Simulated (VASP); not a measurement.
Mg, 1 atom in the cell. Symmetry: I4/mmm, No. 139, tetragonal system. The conventional cell has a = 3.249 Å, b = 3.249 Å, c = 3.171 Å, α = 90.00°, β = 90.00°, γ = 90.00°. Within 3.7 Å of Mg (site symmetry 4/mmm) lie 14 Mg at 2.79 to 3.25 Å. 

```yaml
Program: VASP 6.6.1
Task: relaxation of cell and atoms
Functional: PBEsol
Potentials_or_basis: VASP PAW PBE potentials, release 64 (Mg)
Cutoff: 600 eV
k_mesh: 18 × 18 × 18
Occupations: gaussian, width 0.1 eV
Spin: no spin polarisation
Target_pressure: 25 GPa
Dipole_correction: no
Further_INCAR_settings: ALGO = Fast; EDIFF = 1e-07; IBRION = 2; EDIFFG = -0.008; NSW = 70; ISIF = 3
```

Potentials or basis: VASP PAW PBE potentials, release 64 (Mg).

The run is started by

```bash
$ cat potpaw_PBE.64/Mg/POTCAR > POTCAR
$ mpirun -np 1 vasp_std > vasp.out
```

Hardware: 1 thread of Intel Xeon 8259CL, on a shared host.

Task: How long does it take, and how much memory?

Result: Run time: 67 s on 1 thread of Intel Xeon 8259CL (shared host), peak memory 0.2 GiB. Counts: scf iterations 33, k points 480, ion steps 8.
